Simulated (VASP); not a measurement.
The system is Tl3Cu.

```xyz
4
Lattice="4.7170 0.0000 0.0000 0.0000 4.7170 0.0000 0.0000 0.0000 4.7170" Properties=species:S:1:pos:R:3 pbc="T T T"
Tl    0.0000    2.3585    2.3585
Tl    2.3585    0.0000    2.3585
Tl    2.3585    2.3585    0.0000
Cu    0.0000    0.0000    0.0000
```

Base run:

```yaml
Program: VASP 6.6.1
Functional: PBEsol
Potentials_or_basis: VASP PAW PBE potentials, release 64 (Tl_d, Cu)
Cutoff: 520 eV
k_mesh: 4 × 4 × 4
Occupations: gaussian, width 0.1 eV
Spin: no spin polarisation
```

Its results: band gap on the k mesh zero (bands 25 and 26 overlap by 3.07 eV); pressure -3.2 GPa.

Q: The run is repeated on the same cell with these changes: k mesh from 4 × 4 × 4 to 2 × 2 × 2. What comes out?

A: Band gap on the k mesh zero (bands 25 and 26 overlap by 2.85 eV); pressure -1.2 GPa.

Caveats: some runs use coarse meshes; the PAW data sets were made with another functional, which shifts forces and pressure a little; spin-orbit coupling is left out, which moves the levels of the heavy elements; the cell stands under tension (at least some runs).
